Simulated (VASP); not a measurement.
Runs of VASP 6.6.1 on Pd. The structure is that of space group Pm-3m (No. 221), or close to it. The cells are those of the table. This isn't the form of Pd at room conditions, which is fcc.

```tsv
task	cell	cutoff (eV)	gap on the mesh (eV)	pressure (GPa)
single point	a = 2.140 Å, 1 atom	520	none	338.6
relaxation of cell and atoms	relaxed to 350 GPa from a = 2.139 Å, 1 atom	600	none	350.0
single point	a = 2.139 Å, 1 atom	520	none	(a)
relaxation of cell and atoms	relaxed to 350 GPa from a = 2.103 Å, 1 atom	600	none	350.0
```

Alike in all rows: level PBE; potentials or basis VASP PAW PBE potentials, release 64 (Pd); no spin polarisation; k mesh 18 × 18 × 18; smearing fermi-dirac 0.05 eV.

Q: Fill in the values left out.

A: (a) 339.1.

Caveats: the cell stands under pressure (at least some runs); the cell is relaxed towards a set pressure, so the run minimises the enthalpy, not the energy (at least some runs).

A k mesh can miss the band edges, and the runs leave out spin-orbit coupling on Pd.

A gap of «none» marks levels without a gap at the run's occupations.
